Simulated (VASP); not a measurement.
Set up this calculation in VASP 6.6.1, as the native input.

| Item | Value |
| --- | --- |
| Task | relaxation of cell and atoms |
| Functional | LDA |
| Potentials or basis | VASP PAW LDA potentials, release 64 (Ta_pv) |
| Cutoff | 500 eV |
| k mesh | 6 × 6 × 4 |
| Occupations | gaussian, width 0.1 eV |
| Spin | no spin polarisation |
| Dipole correction | no |
| Further INCAR settings | ALGO = Normal; EDIFF = 1e-07; IBRION = 2; EDIFFG = -0.05; NSW = 100; ISIF = 3 |

The structure of Ta lies in POSCAR:

```
Ta
1.0
    2.9003720726      0.0000000000      0.0000000000
   -1.4501860363      2.5117958953      0.0000000000
    0.0000000000      0.0000000000      5.1662740000
Ta
2
Direct
    0.6666666700      0.3333333300      0.7500000000
    0.3333333300      0.6666666700      0.2500000000
```

This isn't the form of Ta at room conditions, which is bcc.

The input as run:

INCAR

```
ALGO     = Normal         # electronic algorithm
EDIFF    = 1E-7           # SCF threshold, eV
EDIFFG   = -0.05          # ionic threshold
ENCUT    = 500            # plane-wave cutoff, eV
GGA_COMPAT= False        
IBRION   = 2              # ionic algorithm
ISIF     = 3              # what is computed and relaxed
ISMEAR   = 0              # smearing method
LASPH    = True           # aspherical terms in the spheres
LCHARG   = False          # write CHGCAR
LREAL    = False          # projectors in reciprocal space
LWAVE    = False          # write WAVECAR
NELM     = 120            # most SCF steps
NELMIN   = 4            
NSW      = 100            # ionic steps
PREC     = Accurate       # precision mode
SIGMA    = 0.1            # smearing width, eV
```

KPOINTS

```
k-points
0
Gamma
  6 6 4
```

Potentials or basis: VASP PAW LDA potentials, release 64 (Ta_pv).

The run is started by

```bash
$ cat potpaw_LDA.64/Ta_pv/POTCAR > POTCAR
$ mpirun -np 1 vasp_std > vasp.out
```

Results of the run:

```json
{"Relaxed volume": "17.61 Å³/atom", "Relaxed cell": "a = 2.827 Å, b = 2.827 Å, c = 5.089 Å, α = 90.00°, β = 90.00°, γ = 120.00°", "Space group after relaxing (to 0.1 Å)": "P6_3/mmc (No. 194)", "Energy gained by relaxing": "47.9 meV/atom", "Ionic steps": "6", "Pressure after relaxing": "0.2 GPa", "Band gap on the k mesh": "zero (bands 11 and 12 overlap by 2.69 eV)"}
```

Caveat: the k points lie up to 0.43 Å⁻¹ apart in the final cell, too coarse for converged energies and pressures of a metal; spin-orbit coupling is left out, which moves the levels of the heavy elements.

Wall time 92 s on 1 thread of AMD EPYC 7R43 64-Core Processor (Zen 3) (shared host), peak memory 0.12 GiB.
